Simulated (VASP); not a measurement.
A run of VASP 6.6.1:

File INCAR:

```
SYSTEM = Al3VF
  ALGO = Normal
  EDIFF = 1E-6
  ENCUT = 600
  GGA = PE
  GGA_COMPAT = .False.
  ISIF = 2
  ISMEAR = 0
  ISPIN = 2
  LASPH = .True.
  LCHARG = .False.
  LMAXMIX = 4
  LORBIT = 11
  LREAL = .False.
  LWAVE = .False.
  MAGMOM = 0 0 0 2 0
  NBANDS = 26
  NELM = 200
  PREC = Accurate
  SIGMA = 0.1
```

Contents of KPOINTS:

```
k-points
0
Gamma
  6 6 6
  0 0 0
```

Contents of POSCAR:

```
Al3VF
1.0
   -2.4046971700      2.4940996200      2.9016388400
    2.4046971700     -2.4940996200      2.9016388400
    2.4046971700      2.4940996200     -2.9016388400
Al V F
3 1 1
Direct
    0.7468402400      0.7468402400      0.0000000000
    0.2531597600      0.2531597600      0.0000000000
    0.0000000000      0.5000000000      0.5000000000
    0.5000000000      0.0000000000      0.5000000000
    0.0000000000      0.0000000000      0.0000000000
```

Potentials or basis: VASP PAW PBE potentials, release 64 (Al, V_sv, F).

Launch:

```bash
$ cat potpaw_PBE.64/Al/POTCAR potpaw_PBE.64/V_sv/POTCAR potpaw_PBE.64/F/POTCAR > POTCAR
$ mpirun -np 1 vasp_std > vasp.out
```

Hardware: 1 thread of Intel(R) Xeon(R) Platinum 8488C (Sapphire Rapids), with other jobs on the host.

Q: How long does it take, and how much memory?

A: Wall time 3 min on 1 thread of Intel(R) Xeon(R) Platinum 8488C (Sapphire Rapids), with other jobs on the host, peak memory 0.34 GiB. Counts: scf iterations 17, k points 46.
